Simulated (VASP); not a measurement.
Pd, 1 atom in the cell. The structure is cubic, space group Fm-3m (No. 225). The conventional cell has a = 3.874 Å, b = 3.874 Å, c = 3.874 Å, α = 90.00°, β = 90.00°, γ = 90.00°. Pd (site symmetry m-3m) has 12 Pd at 2.74 Å within 3.6 Å. 

| Property | Result |
| --- | --- |
| Program | VASP 6.6.1 |
| Task | single point |
| Functional | PBEsol |
| Potentials or basis | VASP PAW PBE potentials, release 64 (Pd) |
| Cutoff | 500 eV |
| k mesh | 10 × 10 × 10 |
| Occupations | gaussian, width 0.05 eV |
| Spin | no spin polarisation |
| Dipole correction | no |
| Further INCAR settings | ALGO = Normal; EDIFF = 1e-06; NBANDS = 11 |

Potentials or basis: VASP PAW PBE potentials, release 64 (Pd).

Run with:

```bash
$ cat potpaw_PBE.64/Pd/POTCAR > POTCAR
$ mpirun -np 1 vasp_std > vasp.out
```

Hardware: 1 thread of Intel Xeon 6975P-C, on a shared host.

Q: Estimate the wall time of this run.

A: It took 5.9 s on 1 thread of Intel Xeon 6975P-C, with other jobs on the host, peak memory 0.13 GiB. Counts: scf iterations 11, k points 47.
